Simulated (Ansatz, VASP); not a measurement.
**Mn in VASP and in Ansatz**

```xyz
1
Lattice="-1.5836 1.5836 1.5836 1.5836 -1.5836 1.5836 1.5836 1.5836 -1.5836" Properties=species:S:1:pos:R:3 pbc="T T T"
Mn    0.0000    0.0000    0.0000
```

Alike in both runs: functional r2SCAN; k mesh 18 × 18 × 18; occupations gaussian, width 0.1 eV; collinear spin.

Ansatz relaxed the structure, and its values are those at the end. VASP's run is a single point on that final structure, the one shown.

|  | VASP | Ansatz |
| --- | --- | --- |
| version | VASP 6.6.1 | Ansatz 0.2.0 |
| potentials or method | VASP PAW PBE potentials, release 64 (Mn_pv), cutoff 520 eV | scalar-relativistic, plane waves, PAW |
| valence electrons in the cell | 13 | 15 |

```csv
,VASP,Ansatz,Ansatz less VASP
gap on the k mesh at the Fermi level (eV),none,none,-
pressure (GPa),0.0,0.0,+0.01
net moment per atom (μB),3.89,3.89,-0.003
size of the moment on the site where the two differ most (μB),3.86,3.89,+0.025
```

VASP's potentials were made for PBE, not for r2SCAN. Site moments also hang on the region over which each program counts them. A gap of «none» marks a metal or a gap that the smearing closes. VASP's potentials hold 13 valence electrons a cell and Ansatz's 15, so a difference there can come from the potentials and not from the codes.
